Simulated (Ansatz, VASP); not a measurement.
## Mg5O: VASP beside Ansatz

```
Mg O
1.0
     0.00000    3.57486    3.57486
     3.57486    0.00000    3.57486
     3.57486    3.57486    0.00000
Mg O
5 1
Direct
  0.12500 0.62500 0.62500
  0.62500 0.62500 0.62500
  0.62500 0.12500 0.62500
  0.62500 0.62500 0.12500
  0.25000 0.25000 0.25000
  0.00000 0.00000 0.00000
```

Change from the starting cell: species swapped into the ErCu5 type (F-43m, No. 216).

Alike in both runs: task single point; functional PBE; k mesh 4 × 4 × 4; occupations gaussian, width 0.1 eV; collinear spin.

|  | VASP | Ansatz |
| --- | --- | --- |
| version | VASP 6.6.1 | Ansatz 0.2.0 |
| potentials or method | VASP PAW PBE potentials, release 64 (Mg, O), cutoff 520 eV | scalar-relativistic, plane waves, PAW |
| valence electrons in the cell | 16 | 56 |

Ansatz gave:

```
gap on the k mesh at the Fermi level (eV)                     : none
pressure (GPa)                                                : 25.6
net moment per atom (μB)                                      : 0.24
size of the moment on the site where the two differ most (μB) : 0.17
```

Task: What did VASP give for the same quantities?

Result: gap on the k mesh at the Fermi level (eV): none; pressure (GPa): 25.9; net moment per atom (μB): 0.24; size of the moment on the site where the two differ most (μB): 0.06.

Site moments also hang on the region over which each program counts them. A gap of «none» marks a metal or a gap that the smearing closes. VASP's potentials hold 16 valence electrons a cell and Ansatz's 56, so a difference there can come from the potentials and not from the codes.

The k mesh is coarse, so the values compare programs but aren't converged.
